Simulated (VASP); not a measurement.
# Si4Ge in VASP: notebook, part 3 of 3

VASP 6.6.1. Earlier steps stand in the parts before.

### Step 5. Single point, PBE

Input file INCAR:

```
SYSTEM = Si4Ge
ALGO = Normal
EDIFF = 1E-6
ENCUT = 520
GGA = PE
ISIF = 2
ISMEAR = 0
LASPH = .TRUE.
LCHARG = .FALSE.
LREAL = .FALSE.
LWAVE = .FALSE.
NBANDS = 41
NELM = 80
PREC = Accurate
SIGMA = 0.02
```

Input file KPOINTS:

```
k-points
0
G
  6 6 6
  0 0 0
```

Input file POSCAR:

```
Si4Ge
1.0
   -4.3638782353      4.3638782353      2.7601142906
    4.3638782353     -4.3638782353      2.7601142906
    4.3638782353      4.3638782353     -2.7601142906
Si Ge
8 2
Direct
    0.3930972474      0.1965664301      0.6002657873
    0.5428314601      0.6430972474      0.6965308173
    0.3569027526      0.0534335699      0.8997342127
    0.9465664301      0.8463006428      0.3034691827
    0.2071685399      0.6069027526      0.8034691827
    0.1536993572      0.4571685399      0.1002657873
    0.8034335699      0.4036993572      0.1965308173
    0.5963006428      0.7928314601      0.3997342127
    0.0000000000      0.0000000000      0.0000000000
    0.7500000000      0.2500000000      0.5000000000
```

Command:

```sh
$ cat potpaw_PBE.64/Si/POTCAR potpaw_PBE.64/Ge_d/POTCAR > POTCAR
$ mpirun -np 1 vasp_std > vasp.out
```

Run time: 2.5 min. Hardware: 1 thread of Intel Xeon 6975P-C (Granite Rapids), shared host; peak memory 0.47 GiB.

It converged, with:

- Free energy: -52.3437 eV
- Pressure: -0.1 GPa
- Band gap on the k mesh: 0.72 eV, indirect (least direct gap 1.30 eV)

Levels at points of the mesh, in eV from the valence-band top:
| k point | band 26 | band 27 | band 28 | band 29 | band 30 | band 31 | band 32 | band 33 | band 34 | band 35 |
| --- | --- | --- | --- | --- | --- | --- | --- | --- | --- | --- |
| (0.00, 0.00, 0.00) | -2.91 | -2.86 | 0.00 | 0.00 | 0.00 | 2.38 | 2.53 | 2.53 | 2.54 | 3.18 |
| (0.50, 0.00, 0.00) | -2.17 | -1.39 | -1.31 | -1.21 | -1.20 | 1.15 | 2.55 | 2.55 | 2.63 | 2.86 |
| (0.50, 0.50, 0.00) | -2.63 | -2.04 | -2.04 | -0.98 | -0.98 | 0.76 | 0.76 | 2.14 | 2.14 | 2.35 |
| (0.50, 0.50, 0.50) | -2.75 | -2.12 | -2.12 | -1.99 | -1.99 | 0.76 | 0.76 | 1.68 | 1.68 | 1.85 |

### Step 6. Single point, PBE

Input file INCAR:

```
PREC     = Accurate       # precision mode
ENCUT    = 520            # plane-wave cutoff, eV
EDIFF    = 1E-7           # SCF threshold, eV
ISMEAR   = 0              # smearing method
SIGMA    = 0.01           # smearing width, eV
LREAL    = F              # projectors in reciprocal space
LASPH    = T              # aspherical terms in the spheres
NELM     = 100            # most SCF steps
ALGO     = Normal         # electronic algorithm
ISIF     = 2              # what is computed and relaxed
LWAVE    = F              # write WAVECAR
LCHARG   = F              # write CHGCAR
GGA      = PE             # functional
NBANDS   = 41             # bands
```

Input file KPOINTS:

```
Automatic mesh
0
Gamma
  6 6 6
```

POSCAR is that of step 5.

Potentials or basis: VASP PAW PBE potentials, release 64 (Si, Ge_d).

Command:

```sh
$ cat potpaw_PBE.64/Si/POTCAR potpaw_PBE.64/Ge_d/POTCAR > POTCAR
$ mpirun -np 1 vasp_std > vasp.out
```

Wall time 2.5 min (1 thread of Intel Xeon 6975P-C (Granite Rapids), shared host); peak memory 0.46 GiB.

It converged, with:

| Item | Value |
| --- | --- |
| Free energy | -52.3437 eV |
| Pressure | -0.1 GPa |
| Band gap on the k mesh | 0.72 eV, indirect (least direct gap 1.30 eV) |

Levels at points of the mesh, in eV from the valence-band top:
```
           k point  band 27  band 28  band 29  band 30  band 31  band 32  band 33  band 34
(0.00, 0.00, 0.00)    -2.86     0.00     0.00     0.00     2.38     2.53     2.53     2.54
(0.50, 0.00, 0.00)    -1.39    -1.31    -1.21    -1.20     1.15     2.55     2.55     2.63
(0.50, 0.50, 0.00)    -2.04    -2.04    -0.98    -0.98     0.76     0.76     2.14     2.14
(0.50, 0.50, 0.50)    -2.12    -2.12    -1.99    -1.99     0.76     0.76     1.68     1.68
```

### Step 7. Single point, PBE

This run uses another cell than the first one, of the same volume but with other edges.

Input file INCAR:

```
  ALGO = Normal
  EDIFF = 1E-6
  ENCUT = 520
  GGA = PE
  ISIF = 2
  ISMEAR = 0
  LASPH = True
  LCHARG = False
  LREAL = False
  LWAVE = False
  NBANDS = 41
  NELM = 100
  PREC = Accurate
  SIGMA = 0.1
```

Input file KPOINTS:

```
k-points
0
Gamma
  4 4 4
```

Input file POSCAR:

```
Si4Ge
1.0
   -0.0005753768     -0.0006448424      5.5195975716
   -4.3649360500      4.3646305850      2.7597567160
   -4.3634740422     -4.3638095947      2.7607781059
Si Ge
8 2
Direct
    0.1965037196      0.1965663121      0.3997382574
    0.6429965809      0.8997722152      0.3035086010
    0.0534703306      0.3034486800      0.1002425786
    0.8462477636      0.1002348873      0.6965712876
    0.6069934202      0.6002432886      0.1965297409
    0.4572608942      0.6964522166      0.8997603660
    0.4037261036      0.3997497766      0.8034498985
    0.7927880452      0.8035220798      0.6002234222
    0.0000873274     -0.0000255940     -0.0000225979
    0.2499258145      0.5000361379      0.4999984456
```

Command:

```sh
$ cat potpaw_PBE.64/Si/POTCAR potpaw_PBE.64/Ge_d/POTCAR > POTCAR
$ mpirun -np 1 vasp_std > vasp.out
```

It took 2.4 min on 1 thread of Intel Xeon 6975P-C (Granite Rapids), shared host; peak memory 0.44 GiB.

It converged, with:

```
Free energy            : -52.3347 eV
Pressure               : -0.1 GPa
Largest force          : 0.003 eV/Å
Band gap on the k mesh : 0.76 eV, indirect (least direct gap 1.64 eV)
```

Forces on the atoms (eV/Å):
```
Si   0.000  0.000  0.001
Si   0.003  0.002  0.001
Si  -0.001 -0.001  0.000
Si   0.000  0.001  0.001
Si  -0.001  0.001 -0.001
Si  -0.002  0.002 -0.002
Si   0.001  0.001 -0.001
Si   0.000 -0.002  0.001
Ge   0.000 -0.001 -0.002
Ge   0.001 -0.002  0.002
```

Levels at points of the mesh, in eV from the valence-band top:
```csv
k point,band 27,band 28,band 29,band 30,band 31,band 32,band 33,band 34
"(0.00, 0.00, 0.00)",-2.86,0.00,0.00,0.00,2.38,2.53,2.53,2.54
"(0.50, 0.00, 0.00)",-1.39,-1.31,-1.21,-1.20,1.15,2.55,2.55,2.62
"(0.00, 0.50, 0.00)",-2.04,-2.04,-0.98,-0.98,0.76,0.76,2.14,2.14
"(0.50, 0.50, 0.00)",-1.39,-1.31,-1.21,-1.20,1.15,2.55,2.55,2.62
"(0.00, 0.00, 0.50)",-2.04,-2.04,-0.99,-0.99,0.76,0.76,2.14,2.14
"(0.50, 0.00, 0.50)",-1.39,-1.31,-1.21,-1.20,1.15,2.55,2.55,2.62
"(0.00, 0.50, 0.50)",-2.12,-2.12,-2.00,-2.00,0.75,0.76,1.67,1.68
"(0.50, 0.50, 0.50)",-1.39,-1.31,-1.21,-1.20,1.14,2.55,2.55,2.63
```

### Step 8. Overview

```csv
task,level,cell,k mesh,cutoff (eV),smearing,gap on the mesh (eV),pressure (GPa),largest force (eV/Å)
single point,PBE,"a = 6.761 Å, angles 99.6, 99.6, 131.8°, 10 atoms",6 × 6 × 6,520,gaussian 0.02 eV,0.72,-0.1,-
single point,PBEsol,"a = 6.761 Å, angles 99.6, 99.6, 131.8°, 10 atoms",6 × 6 × 6,520,gaussian 0.02 eV,0.62,-2.0,0.06
relaxation of cell and atoms,PBE,"relaxed from a = 6.700 Å, angles 99.6, 99.6, 131.8°, 10 atoms",4 × 4 × 4,600,gaussian 0.2 eV,0.75,-0.1,0.06
single point,PBE,"a = 6.761 Å, angles 99.6, 99.6, 131.8°, 10 atoms",6 × 6 × 6,520,gaussian 0.01 eV,0.72,-0.1,-
single point,PBE,"a = 5.520, b = 6.762, c = 6.761 Å, angles 80.4, 65.9, 65.9°, 10 atoms",4 × 4 × 4,520,gaussian 0.1 eV,0.76,-0.1,-
```

Alike in all rows: potentials or basis VASP PAW PBE potentials, release 64 (Si, Ge_d); no spin polarisation.

On the cell as given the gap runs from 0.62 eV (PBEsol) to 0.72 eV (PBE). The pressure there spans -2.0 GPa (PBEsol) to -0.1 GPa (PBE); a positive pressure means that this level wants a larger cell, a negative one a smaller.

Caveats: the PAW data sets were made with another functional, which shifts forces and pressure a little (some runs); the relaxation stopped at a loose force limit of 0.08 eV/Å, so its end isn't a converged minimum (some runs).

Absolute energies hang on the potentials; compare differences alone.
